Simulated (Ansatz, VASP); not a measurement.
Two plane-wave programs on Al3GaN4

INCAR

```
SYSTEM = Al3GaN4
PREC = Accurate ; ENCUT = 520
EDIFF = 1E-7 ; ISMEAR = 0
SIGMA = 0.05 ; LREAL = .FALSE.
LASPH = .TRUE. ; NELM = 60
ALGO = Normal ; ISIF = 2
LWAVE = .FALSE. ; LCHARG = .FALSE.
GGA = PS ; NBANDS = 31
```

File KPOINTS:

```
Automatic mesh
0
G
  6 6 6
  0 0 0
```

POSCAR

```
Al3GaN4
1.0
    3.9934940000      0.0000000000      0.0000000000
    0.0000000000      3.9934940000      0.0000000000
    0.0000000000      0.0000000000      4.5086547261
Al Ga N
3 1 4
Direct
    0.5000000000      0.5000000000      0.0000000000
    0.5000000000      0.0000000000      0.5000000000
    0.0000000000      0.5000000000      0.5000000000
    0.0000000000      0.0000000000      0.0000000000
    0.7447140287      0.7447140287      0.2552859713
    0.7447140287      0.2552859713      0.7447140287
    0.2552859713      0.7447140287      0.7447140287
    0.2552859713      0.2552859713      0.2552859713
```

Input for Ansatz:

```yaml
crystal:
  lattice:
    - [3.993494, 0.0, 0.0]
    - [0.0, 3.993494, 0.0]
    - [0.0, 0.0, 4.5086547261]
  atoms:
    - { symbol: Al, position: [0.5, 0.5, 0.0] }
    - { symbol: Al, position: [0.5, 0.0, 0.5] }
    - { symbol: Al, position: [0.0, 0.5, 0.5] }
    - { symbol: Ga, position: [0.0, 0.0, 0.0] }
    - { symbol: "N", position: [0.7447140287, 0.7447140287, 0.2552859713] }
    - { symbol: "N", position: [0.7447140287, 0.2552859713, 0.7447140287] }
    - { symbol: "N", position: [0.2552859713, 0.7447140287, 0.7447140287] }
    - { symbol: "N", position: [0.2552859713, 0.2552859713, 0.2552859713] }
basis:
  ecutwfc: 520.0
kpoints:
  mp_grid: { grid: [6, 6, 6] }
hamiltonian:
  xc: pbesol
scf:
  occupations: { method: gaussian, width: 0.05 }
output:
  forces: true
  stress: true
  eigenvalues: true
  write_density: true
  write_potential: true
  elf: true
  volumetric_format: npy
```

Alike in both runs: task single point; functional PBEsol; k mesh 6 × 6 × 6; occupations gaussian, width 0.05 eV; no spin polarisation.

```csv
,VASP,Ansatz
version,VASP 6.6.1,Ansatz 0.2.0
potentials or method,"VASP PAW PBE potentials, release 64 (Al, Ga_d, N), cutoff 520 eV","scalar-relativistic, plane waves, PAW"
valence electrons in the cell,42,42
```

```tsv
	VASP	Ansatz	Ansatz less VASP
gap on the k mesh at the Fermi level (eV)	2.91	2.92	+0.009
least direct gap on the mesh (eV)	3.01	3.02	+0.007
rms of the force components (eV/Å)	0.072	0.075	+0.0036
```

VASP's potentials were made for PBE, not for PBEsol. Atom by atom the forces differ by 0.016 eV/Å (rms over components).
